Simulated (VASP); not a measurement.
Wanted: the native input for a VASP 6.6.1 run.

* Task: single point
* Functional: HSE06
* Potentials or basis: VASP PAW PBE potentials, release 64 (Be, S)
* Cutoff: 520 eV
* k mesh: 6 × 6 × 6
* Occupations: gaussian, width 0.01 eV
* Spin: no spin polarisation
* Dipole correction: no
* Grid for exact exchange (PRECFOCK): Normal
* Further INCAR settings: ALGO = Normal; EDIFF = 1e-07; NBANDS = 11
* Share of exact exchange: 0.25
* Screening parameter: 0.2079 1/Å

The system is BeS.

```
Be S
1.0
     0.00000    2.40996    2.45300
     2.40996    0.00000    2.45300
     2.40996    2.40996    0.00000
Be S
1 1
Direct
  0.00000 0.00000 0.00000
  0.25000 0.25000 0.25000
```

This cell differs from its parent crystal: epitaxial xy strain -1.0%.

One way to write it, as run:

POSCAR

```
BeS
1.0
    0.0000000000      2.4099631680      2.4530041424
    2.4099631680      0.0000000000      2.4530041424
    2.4099631680      2.4099631680      0.0000000000
Be S
1 1
Direct
    0.0000000000      0.0000000000      0.0000000000
    0.2500000000      0.2500000000      0.2500000000
```

INCAR.step1

```
SYSTEM = BeS
ALGO = Normal
EDIFF = 1E-5
ENCUT = 520
GGA = PE
ISIF = 2
ISMEAR = 0
LASPH = .True.
LCHARG = .False.
LREAL = .False.
LWAVE = .True.
NBANDS = 11
NELM = 60
PREC = Accurate
SIGMA = 0.01
```

INCAR.step2

```
SYSTEM = BeS
ALGO = Normal
EDIFF = 1E-7
ENCUT = 520
GGA = PE
HFSCREEN = 0.2079
ISIF = 2
ISMEAR = 0
ISTART = 1
LASPH = .True.
LCHARG = .False.
LHFCALC = .True.
LREAL = .False.
LWAVE = .False.
NBANDS = 11
NELM = 60
PREC = Accurate
PRECFOCK = Normal
SIGMA = 0.01
```

KPOINTS

```
k-points
0
Gamma
  6 6 6
  0 0 0
```

Potentials or basis: VASP PAW PBE potentials, release 64 (Be, S).

Run with:

```bash
$ cat potpaw_PBE.64/Be/POTCAR potpaw_PBE.64/S/POTCAR > POTCAR
$ cp INCAR.step1 INCAR
$ mpirun -np 1 vasp_std > vasp.out
$ cp INCAR.step2 INCAR
$ mpirun -np 1 vasp_std > vasp.out
```

Results of the run:

```yaml
Pressure: 0.2 GPa
Band_gap_on_the_k_mesh: 3.97 eV (least direct gap 6.83 eV)
```

Caveat: the cell differs from its parent crystal (epitaxial xy strain -1.0%); the PAW data sets were made with another functional, which shifts forces and pressure a little.

Run time: 28 min on 1 thread of AMD EPYC 7R43 64-Core Processor (Zen 3), on a shared host, peak memory 0.23 GiB.
